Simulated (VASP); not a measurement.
Write the native input for VASP 6.6.1 that does the following.

```
Task                   : single point
Functional             : LDA
Potentials or basis    : VASP PAW LDA potentials, release 64 (Ba_sv, S)
Cutoff                 : 520 eV
k mesh                 : 8 × 8 × 8
Occupations            : gaussian, width 0.05 eV
Spin                   : no spin polarisation
Dipole correction      : no
Further INCAR settings : ALGO = Normal; EDIFF = 1e-06; NBANDS = 15
```

The structure of BaS lies in POSCAR:

```
BaS
1.0
    0.0000000000      3.1937500000      3.0979375000
    3.1937500000      0.0000000000      3.0979375000
    3.1937500000      3.1937500000      0.0000000000
Ba S
1 1
Direct
    0.0000000000      0.0000000000      0.0000000000
    0.5000000000      0.5000000000      0.5000000000
```

This cell differs from its parent crystal: strain -0.0300 x Voigt [0, 0, 1, 0, 0, 0].

One way to write it, as run:

INCAR

```
PREC = Accurate
ENCUT = 520
EDIFF = 1E-6
ISMEAR = 0
SIGMA = 0.05
LREAL = F
LASPH = T
NELM = 60
ALGO = Normal
ISIF = 2
LWAVE = F
LCHARG = T
LELF = T
LVHAR = T
NBANDS = 15
```

KPOINTS

```
Automatic mesh
0
Gamma
  8 8 8
```

Potentials or basis: VASP PAW LDA potentials, release 64 (Ba_sv, S).

Launch:

```bash
$ cat potpaw_LDA.64/Ba_sv/POTCAR potpaw_LDA.64/S/POTCAR > POTCAR
$ mpirun -np 1 vasp_std > vasp.out
```

It gave:

| Quantity | Value |
| --- | --- |
| Pressure | -0.3 GPa |
| Band gap on the k mesh | 1.75 eV, indirect (least direct gap 1.88 eV) |

Caveat: the cell differs from its parent crystal (strain -0.0300 x Voigt [0, 0, 1, 0, 0, 0]); spin-orbit coupling is left out, which moves the levels of the heavy elements.

Wall time 34 s on 1 thread of Intel(R) Xeon(R) Platinum 8488C (Sapphire Rapids), with other jobs on the host, peak memory 0.2 GiB.
